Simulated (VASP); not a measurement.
Input of a VASP 6.6.1 run:

INCAR

```
PREC = Accurate ; ENCUT = 520
EDIFF = 1E-6 ; ISMEAR = -1
SIGMA = 0.05 ; LREAL = Auto
LASPH = True ; NELM = 150
ALGO = Normal ; ISIF = 2
LWAVE = False ; LCHARG = True
ISPIN = 2 ; MAGMOM = 0 0 0 0 1.5 1.5 0 0 0 0 0 0 0 0 0 0 0 0
LORBIT = 11 ; LMAXMIX = 4
LELF = True ; LVHAR = True
NBANDS = 87
```

KPOINTS

```
regular mesh
0
Gamma
  2 2 1
```

Contents of POSCAR:

```
LiCaVF6
1.0
    5.2610980000      0.0000000000      0.0000000000
   -2.6305490000      4.5562440000      0.0000000000
    0.0000000000      0.0000000000      9.9954350000
Li Ca V F
2 2 2 12
Direct
    0.3442874608      0.7444948076      0.7801361321
    0.6433289274      0.3167082360      0.2380586738
   -0.0037662959     -0.0471440950      0.4767876536
   -0.0222933624      0.0004609060     -0.0058326626
    0.6464386184      0.3062390864      0.7563652808
    0.3449184897      0.6658115764      0.2367180618
    0.6881526812      0.0554404022      0.6408825629
    0.4054112196      1.0295980637      0.3524008710
    0.9748198317      0.6695646677      0.6329789549
    0.6426794161      0.6358746371      0.8476069326
    0.0236703776      0.4136521222      0.3638060775
    0.2476887771      0.2684667459      0.1778912073
    0.3033932057      0.2571635760      0.6459548784
    0.9298709189      0.3515395576      0.8915169775
    0.7066708885      0.6833040548      0.2927536420
    0.1055388596      0.7489502318      0.1486578623
    0.3075136331     -0.0030946543      0.8679162037
    0.6572118649      1.0107228673      0.1411744461
```

Potentials or basis: VASP PAW LDA potentials, release 64 (Li_sv, Ca_sv, V_sv, F).

Run with:

```console
$ cat potpaw_LDA.64/Li_sv/POTCAR potpaw_LDA.64/Ca_sv/POTCAR potpaw_LDA.64/V_sv/POTCAR potpaw_LDA.64/F/POTCAR > POTCAR
$ mpirun -np 1 vasp_std > vasp.out
```

**Question.** Predict the net moment.

**Answer.** 4.00 μB per cell.

**Question.** Predict the largest force.

**Answer.** 2.687 eV/Å.

**Question.** What does it give for the site moments?

**Answer.** Li +0.00; Ca +0.00, +0.01; V +1.90, +1.72; F +0.02, +0.00, -0.00, +0.01 (each value once) μB.

**Question.** Predict the band gap on the k mesh.

**Answer.** 0.09 eV.

Forces on the atoms (eV/Å):
```
Li   0.389 -1.388 -0.871
Li   0.205 -0.143  0.278
Ca   0.148  0.777 -0.016
Ca  -0.211 -0.125  0.636
V   -1.310  1.830 -1.468
V    0.637  0.024  2.426
F    0.018 -0.572  0.301
F    0.150 -1.221  0.264
F   -0.088 -1.415  1.115
F   -0.407 -0.027  0.378
F    0.781  0.488 -0.627
F   -0.028  1.398 -0.891
F    1.039  0.499  0.340
F    0.109 -0.017 -0.476
F   -0.748 -0.254  0.899
F   -1.241 -0.499 -1.558
F    0.728  0.956 -0.035
F   -0.171 -0.311 -0.697
```

Caveat: the k points lie up to 0.69 Å⁻¹ apart; forces of over 1 eV/Å act on the atoms, so gaps and moduli don't describe the material at rest. A k mesh can miss the band edges.
